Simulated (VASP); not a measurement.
A run of VASP 6.6.1:

Contents of INCAR:

```
SYSTEM = CuAu
PREC = Accurate
ENCUT = 610
EDIFF = 1E-8
ISMEAR = -1
SIGMA = 0.05
LREAL = .False.
LASPH = .True.
NELM = 120
ALGO = Normal
ISIF = 2
LWAVE = .False.
LCHARG = .False.
GGA = PS
LEFG = .True.
NBANDS = 26
GGA_COMPAT = .False.
```

KPOINTS

```
regular mesh
0
Gamma
  13 13 10
  0 0 0
```

POSCAR

```
CuAu
1.0
    2.8000000000      0.0000000000      0.0000000000
    0.0000000000      2.8000000000      0.0000000000
    0.0000000000      0.0000000000      3.7434000000
Cu Au
1 1
Direct
    0.5000000000      0.5000000000      0.5000000000
    0.0000000000      0.0000000000      0.0000000000
```

Potentials or basis: VASP PAW PBE potentials, release 64 (Cu_sv_GW, Au_sv_GW).

The run is started by

```sh
$ cat potpaw_PBE.64/Cu_sv_GW/POTCAR potpaw_PBE.64/Au_sv_GW/POTCAR > POTCAR
$ mpirun -np 1 vasp_std > vasp.out
```

Hardware: 1 thread of Intel(R) Xeon(R) Platinum 8259CL CPU @ 2.50GHz (Skylake/Cascade Lake) (shared host).

**Question.** Estimate the wall time of this run.

**Answer.** Wall time 3.7 min on 1 thread of Intel(R) Xeon(R) Platinum 8259CL CPU @ 2.50GHz (Skylake/Cascade Lake) (shared host), peak memory 0.32 GiB. Counts: scf iterations 16, k points 168.
